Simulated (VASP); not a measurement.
# Zn8O6F (a cell with a defect) in VASP: notebook

Runs on Zn8O6F (a cell with a defect). Level: PBE+D3(BJ). Tasks: single point.

All numbers are computed with VASP 6.6.1; they aren't measurements. Logs are shortened: lines on timing, memory, paths and dates and some standing lists are left out, and cuts for length are marked.

### 1 The cell of the first run

The cell holds a defect, 15 atoms: a = 6.499 Å, b = 5.628 Å, c = 5.205 Å, α = 90.00°, β = 90.00°, γ = 90.00°.

### 2 Single point, PBE+D3(BJ)

Contents of INCAR:

```
SYSTEM = Zn8O6F
  ALGO = Normal
  EDIFF = 1E-6
  ENCUT = 520
  GGA = PE
  ISIF = 2
  ISMEAR = -1
  IVDW = 12
  LASPH = .True.
  LCHARG = .True.
  LELF = .True.
  LREAL = Auto
  LVHAR = .True.
  LWAVE = .False.
  NBANDS = 82
  NELECT = 138.0
  NELM = 100
  PREC = Accurate
  SIGMA = 0.05
```

Contents of KPOINTS:

```
k-points
0
Gamma
  2 3 3
  0 0 0
```

Contents of POSCAR:

```
Zn8O6F
1.0
   -3.2494000000     -5.6281260000      0.0000000000
    4.8741000000     -2.8140630000      0.0000000000
    0.0000000000      0.0000000000      5.2054000000
Zn O F
8 6 1
Direct
    0.4894636735      0.3324350063     -0.0029278942
    0.4948707384      0.6653738257      0.4969097168
    0.2491433300      0.8637110146     -0.0054760555
    0.2687682747      0.1550263017      0.5734844864
    0.0333422038      0.3108972472     -0.0493308863
    0.0041214423      0.6961134088      0.5065769484
    0.7516198899      0.8250788318     -0.0055489977
    0.7275101476      0.1549161241      0.5039287140
    0.4853065560      0.3292016702      0.3794950491
    0.4916700583      0.6699147377      0.8814840956
    0.2505918890      0.8537078142      0.3766139070
    0.0096230141      0.6572242579      0.8828039383
    0.7491268569      0.8295580611      0.3771569995
    0.7540555153      0.1712726283      0.8821679857
    0.0014132102      0.3319592705      0.3688725928
```

Potentials or basis: VASP PAW PBE potentials, release 64 (Zn, O, F).

Run with:

```
cat potpaw_PBE.64/Zn/POTCAR potpaw_PBE.64/O/POTCAR potpaw_PBE.64/F/POTCAR > POTCAR
mpirun -np 1 vasp_std > vasp.out
```

OUTCAR:

```text
SYSTEM = Zn8O6F
   EDIFF = 1E-6
   ENCUT = 520
   GGA = PE
   ISIF = 2
   ISMEAR = -1
   IVDW = 12
   LASPH = .True.
   LREAL = Auto
   NELECT = 138.0
   NELM = 100
   PREC = Accurate
 IVDW          = 12

 ion  position               nearest neighbor table
   1  0.489  0.332  0.997-   9 1.99  10 1.99  14 2.03   4 2.81   5 2.98
   2  0.495  0.665  0.497-   9 1.99  13 1.99  10 2.00  11 2.01
   3  0.249  0.864  0.995-  11 1.99  10 2.01  12 2.03   4 2.74   5 2.89
   4  0.269  0.155  0.573-  11 1.98   9 1.99  15 2.27   5 2.64   3 2.74   1 2.81   8 3.00
   5  0.033  0.311  0.951-  12 1.99  14 2.01  15 2.19   4 2.64   3 2.89   1 2.98
   6  0.004  0.696  0.507-  13 1.94  11 1.95  12 1.97  15 2.17
   7  0.752  0.825  0.994-  10 1.99  13 1.99  12 2.01  14 2.03
   8  0.728  0.155  0.504-  13 1.95   9 1.96  14 1.98  15 2.16   4 3.00
   9  0.485  0.329  0.379-   8 1.96   2 1.99   4 1.99   1 1.99
  10  0.492  0.670  0.881-   7 1.99   1 1.99   2 2.00   3 2.01
  11  0.251  0.854  0.377-   6 1.95   4 1.98   3 1.99   2 2.01
  12  0.010  0.657  0.883-   6 1.97   5 1.99   7 2.01   3 2.03
  13  0.749  0.830  0.377-   6 1.94   8 1.95   7 1.99   2 1.99
  14  0.754  0.171  0.882-   8 1.98   5 2.01   1 2.03   7 2.03
  15  0.001  0.332  0.369-   8 2.16   6 2.17   5 2.19   4 2.27

  LATTYP: Found a simple orthorhombic cell.
 ALAT       =     5.2054000000
 B/A-ratio  =     1.0812091137
 C/A-ratio  =     1.2484727575

  Lattice vectors:

 A1 = (   0.0000000000,   0.0000000000,  -5.2054000000)
 A2 = (   4.8741000000,  -2.8140630000,   0.0000000000)
 A3 = (  -3.2494000000,  -5.6281260000,   0.0000000000)

Analysis of symmetry for initial positions (statically):
=====================================================================
 Subroutine PRICEL returns:
 Original cell was already a primitive cell.

 Routine SETGRP: Setting up the symmetry group for a
 simple orthorhombic supercell.

 Subroutine GETGRP returns: Found  1 space group operations
 (whereof  1 operations were pure point group operations)
 out of a pool of  8 trial point group operations.

The static configuration has the point symmetry C_1 .

Analysis of symmetry for dynamics (positions and initial velocities):
=====================================================================
 Subroutine PRICEL returns:
 Original cell was already a primitive cell.

 Routine SETGRP: Setting up the symmetry group for a
 simple orthorhombic supercell.
[... 130 lines left out ...]
   EFERMI =   0.00;   METHOD = LEGACY
   ISMEAR =    -1;   SIGMA  =   0.05  broadening in eV -4-tet -1-fermi 0-gaus
   EFERMI_NEDOS =   21; number of points for ismear=-14 and -15
   IALGO  =     38    algorithm
   IMIX   =      4    mixing-type and parameters
     AMIX     =   0.40;   BMIX     =  1.00
     AMIX_MAG =   1.60;   BMIX_MAG =  1.00
  volume/ion in A,a.u.               =      12.69        85.66
  Fermi-wavevector in a.u.,A,eV,Ry     =   1.470565  2.778964 29.423426  2.162561
  Thomas-Fermi vector in A             =   2.585806
   LORBIT       =      0    0 simple, 1 ext, 2 COOP (PROOUT), +10 PAW based schemes
   GGA     = PE    functional components
   LHFCALC =     F    Hartree Fock is set to
   AEXX    =    0.0000 exact exchange contribution
   IVDW    =    12    specifies the selected vdW correction
   LEPSILON=     F    determine dielectric tensor
   LRPA    =     F    only Hartree local field effects (RPA)
 non-spin polarized calculation
  energy-cutoff  :      520.00
  volume of cell :      190.39
 maximum number of plane-waves:      5148
   NGX = 25   NGY = 21   NGZ = 19

 number of electron     138.0000043 magnetization

 Free energy of the ion-electron system (eV)
  ---------------------------------------------------
  ext. energy  EPLUGINS =         0.00000000
  ---------------------------------------------------
  free energy    TOTEN  =       -62.49154592 eV

  energy without entropy =      -62.49154580  energy(sigma->0) =      -62.49154586

 E-fermi :   1.6774     XC(G=0): -10.6418

 val. band max:        0.8844883009   @ k =   0.5000   0.0000   0.0000
 cond. band min:       2.3902970683   @ k =   0.5000   0.0000   0.0000
 fundamental gap:      1.5058087674
 Fermi energy:         1.6774075447

 k-point     1 :       0.0000    0.0000    0.0000
  band No.  band energies     occupation
      1     -22.1325      2.00000
      2     -16.8760      2.00000
      3     -16.4423      2.00000
      4     -16.3764      2.00000
      5     -16.2638      2.00000
      6     -16.1282      2.00000
[... 829 lines left out ...]
     80       9.1191      0.00000
     81       9.6399      0.00000
 [bands above 81 left out]

------------------------ aborting loop because EDIFF is reached ----------------------------------------

 Edisp (eV)   -3.32697

 E8    (eV) :    -1.2703

  FORCE on cell =-STRESS in cart. coord.  units (eV):
  Direction    XX          YY          ZZ          XY          YZ          ZX
  --------------------------------------------------------------------------------------
  -------------------------------------------------------------------------------------
  Total     -10.37905    -9.27241    -8.92887     0.11646    -0.27727    -0.17265
  in kB     -87.34077   -78.02832   -75.13735     0.98001    -2.33327    -1.45289
  external pressure =      -80.17 kB  Pullay stress =        0.00 kB

 VOLUME and BASIS-vectors are now :
 -----------------------------------------------------------------------------
  energy-cutoff  :      520.00
  volume of cell :      190.39
      direct lattice vectors                 reciprocal lattice vectors
    -3.249400000 -5.628126000  0.000000000    -0.076937281 -0.133259277  0.000000000
     4.874100000 -2.814063000  0.000000000     0.153874561 -0.088839518  0.000000000
     0.000000000  0.000000000  5.205400000     0.000000000  0.000000000  0.192108195

 POSITION                                       TOTAL-FORCE (eV/Angst)
 -----------------------------------------------------------------------------------
      0.02986     -3.69026      5.19016        -0.009318      0.028445     -0.016424
      1.63507     -4.65760      2.58661         0.003623     -0.005896     -0.006355
      3.40025     -3.83275      5.17689         0.044150     -0.011090     -0.025206
     -0.11772     -1.94892      2.98522         0.013250      0.009477      0.042635
      1.40700     -1.06254      4.94861        -0.033588     -0.011416      0.008029
      3.37953     -1.98210      2.63694        -0.021794      0.021102     -0.010835
      1.57920     -6.55204      5.17652         0.000010     -0.011358     -0.008051
     -1.60889     -4.53046      2.62315         0.007047     -0.025562     -0.017332
      0.02761     -3.65776      1.97542         0.011140      0.018358     -0.004581
      1.66760     -4.65236      4.58848         0.006970      0.011718     -0.004668
      3.34678     -3.81275      1.96043        -0.002197     -0.019355     -0.010296
      3.17211     -1.90363      4.59535         0.000876     -0.015131      0.016052
      1.60914     -6.55061      1.96325         0.003198      0.012110     -0.007414
     -1.61543     -4.72589      4.59204        -0.005239      0.016585      0.022212
      1.61341     -0.94211      1.92013        -0.018128     -0.017988      0.022234
 -----------------------------------------------------------------------------------
    total drift:                               -0.005756     -0.003862     -0.006803

  FREE ENERGIE OF THE ION-ELECTRON SYSTEM (eV)
  ---------------------------------------------------
  free  energy   TOTEN  =       -65.8185130379 eV

  energy  without entropy=      -65.8185129208  energy(sigma->0) =      -65.81851298
```

Run time: 7.3 min. Hardware: 1 thread of Oxide Virtual Turin-like, shared host; peak memory 0.29 GiB.

What came out:

- Free energy: -65.8185 eV
- Largest force: 0.052 eV/Å
- Dispersion energy per atom: -0.222 eV

Forces in eV/Å, atoms in the order of the input:
```
Zn  -0.009  0.028 -0.016
Zn   0.004 -0.006 -0.006
Zn   0.044 -0.011 -0.025
Zn   0.013  0.009  0.043
Zn  -0.034 -0.011  0.008
Zn  -0.022  0.021 -0.011
Zn   0.000 -0.011 -0.008
Zn   0.007 -0.026 -0.017
O    0.011  0.018 -0.005
O    0.007  0.012 -0.005
O   -0.002 -0.019 -0.010
O    0.001 -0.015  0.016
O    0.003  0.012 -0.007
O   -0.005  0.017  0.022
F   -0.018 -0.018  0.022
```

Caveat: the k points lie up to 0.48 Å⁻¹ apart; the cell carries a net charge on a neutralising background, which shifts energy and pressure; the cell is charged against a uniform background, so pressure and absolute levels hang on convention.

### 3 Single point, PBE+D3(BJ)

Contents of INCAR:

```
SYSTEM = Zn8O6F
PREC     = Accurate       ! precision mode
ENCUT    = 520            ! plane-wave cutoff, eV
EDIFF    = 1E-6           ! SCF threshold, eV
ISMEAR   = -1             ! smearing method
SIGMA    = 0.05           ! smearing width, eV
LREAL    = Auto         
LASPH    = .TRUE.         ! aspherical terms in the spheres
NELM     = 60             ! most SCF steps
ALGO     = Normal         ! electronic algorithm
ISIF     = 2              ! what is computed and relaxed
LWAVE    = .FALSE.        ! write WAVECAR
LCHARG   = .FALSE.        ! write CHGCAR
GGA      = PE             ! functional
IVDW     = 12             ! dispersion correction
NELECT   = 138.0        
NBANDS   = 82             ! bands
```

Contents of KPOINTS:

```
Automatic mesh
0
G
  2 3 3
  0 0 0
```

Contents of POSCAR:

```
Zn8O6F
1.0
   -3.2494000000     -5.6281260000      0.0000000000
    4.8741000000     -2.8140630000      0.0000000000
    0.0000000000      0.0000000000      5.2054000000
Zn O F
8 6 1
Direct
    0.5231906173      0.3459376759      0.0044725313
    0.4991899766      0.6755255485      0.4949780652
    0.2464650963      0.8046969565      0.0071694066
    0.2178495924      0.1894407585      0.4509932965
   -0.0180948288      0.3463085282      0.0740600139
    0.0016295402      0.6368976728      0.4948775138
    0.7556531210      0.8357498646     -0.0026651730
    0.7616852134      0.1684541536      0.4976403486
    0.4970854606      0.3294951282      0.3829719325
    0.5014910738      0.6712502245      0.8778223895
    0.2412030502      0.8431967479      0.3835853338
   -0.0001542386      0.6475222803      0.8769306395
    0.7591233308      0.8310924193      0.3820534158
    0.7654405522      0.1720302058      0.8800671098
    0.2482423228      0.1690684054      0.8711431766
```

Potentials or basis: VASP PAW PBE potentials, release 64 (Zn, O, F).

Run with:

```
cat potpaw_PBE.64/Zn/POTCAR potpaw_PBE.64/O/POTCAR potpaw_PBE.64/F/POTCAR > POTCAR
mpirun -np 1 vasp_std > vasp.out
```

OUTCAR:

```text
SYSTEM = Zn8O6F
   PREC = Accurate
   ENCUT = 520
   EDIFF = 1E-6
   ISMEAR = -1
   LREAL = Auto
   LASPH = .TRUE.
   NELM = 60
   ISIF = 2
   GGA = PE
   IVDW = 12
   NELECT = 138.0
 IVDW          = 12

 ion  position               nearest neighbor table
   1  0.523  0.346  0.004-  10 1.95  14 1.96   9 1.98  15 2.16   5 3.00
   2  0.499  0.676  0.495-  13 1.99  10 1.99  11 2.01   9 2.03
   3  0.246  0.805  0.007-  10 1.94  12 1.95  11 1.97  15 2.17
   4  0.218  0.189  0.451-  11 1.99   9 2.01  15 2.20   5 2.64   6 2.89   8 2.98
   5  0.982  0.346  0.074-  12 1.99  14 1.99  15 2.26   4 2.64   6 2.74   8 2.81   1 3.00
[... 1072 lines left out ...]
      direct lattice vectors                 reciprocal lattice vectors
    -3.249400000 -5.628126000  0.000000000    -0.076937281 -0.133259277  0.000000000
     4.874100000 -2.814063000  0.000000000     0.153874561 -0.088839518  0.000000000
     0.000000000  0.000000000  5.205400000     0.000000000  0.000000000  0.192108195

 POSITION                                       TOTAL-FORCE (eV/Angst)
 -----------------------------------------------------------------------------------
     -0.01392     -3.91807      0.02328        -0.006715      0.027318     -0.011067
      1.67051     -4.71048      2.57656        -0.000567     -0.001605     -0.002353
      3.12131     -3.65160      0.03732         0.021088     -0.015288     -0.014318
      0.21547     -1.75918      2.34760         0.044380      0.010876      0.018791
     -1.50266     -6.50082      0.38551        -0.017288     -0.005693      0.044595
      3.09901     -1.80144      2.57604        -0.042061      0.020931     -0.021117
      1.61811     -6.60476      5.19153        -0.002622      0.001509     -0.000988
     -1.65396     -4.76090      2.59042         0.006826     -0.032870     -0.015172
     -0.00924     -3.72488      1.99352         0.007527      0.001687      0.016329
      1.64220     -4.71140      4.56942         0.003913     -0.012348     -0.009477
      3.32606     -3.73033      1.99672         0.007008      0.008808      0.009303
     -0.09281     -7.44943      4.56477        -0.003146      0.011527     -0.003473
      1.58413     -6.61119      1.98874        -0.011251     -0.006082     -0.008604
     -1.64873     -4.79210      4.58110        -0.017010     -0.006139     -0.003767
      0.01742     -1.87291      4.53465         0.009918     -0.002631      0.001318
 -----------------------------------------------------------------------------------
    total drift:                                0.007853      0.000666     -0.008932

  FREE ENERGIE OF THE ION-ELECTRON SYSTEM (eV)
  ---------------------------------------------------
  free  energy   TOTEN  =       -65.8186681103 eV

  energy  without entropy=      -65.8186679913  energy(sigma->0) =      -65.81866805
```

Run time: 5.1 min. Hardware: 1 thread of Oxide Virtual Turin-like, shared host; peak memory 0.29 GiB.

Results:

```yaml
Free_energy: -65.8187 eV
Largest_force: 0.052 eV/Å
Dispersion_energy_per_atom: -0.222 eV
```

Forces on the atoms (eV/Å):
```
Zn  -0.007  0.027 -0.011
Zn  -0.001 -0.002 -0.002
Zn   0.021 -0.015 -0.014
Zn   0.044  0.011  0.019
Zn  -0.017 -0.006  0.045
Zn  -0.042  0.021 -0.021
Zn  -0.003  0.002 -0.001
Zn   0.007 -0.033 -0.015
O    0.008  0.002  0.016
O    0.004 -0.012 -0.009
O    0.007  0.009  0.009
O   -0.003  0.012 -0.003
O   -0.011 -0.006 -0.009
O   -0.017 -0.006 -0.004
F    0.010 -0.003  0.001
```

Levels at points of the mesh, in eV from the Fermi level:
```tsv
k point	band 65	band 66	band 67	band 68	band 69	band 70	band 71	band 72	band 73	band 74
(0.00, 0.00, 0.00)	-2.02	-1.76	-1.41	-1.25	-1.09	1.84	2.89	3.40	3.91	4.82
(0.50, 0.00, 0.00)	-1.96	-1.86	-1.35	-1.33	-0.79	0.71	3.55	3.82	3.88	4.05
```

Caveat: the k points lie up to 0.48 Å⁻¹ apart; the cell carries a net charge on a neutralising background, which shifts energy and pressure; the cell is charged against a uniform background, so pressure and absolute levels hang on convention.
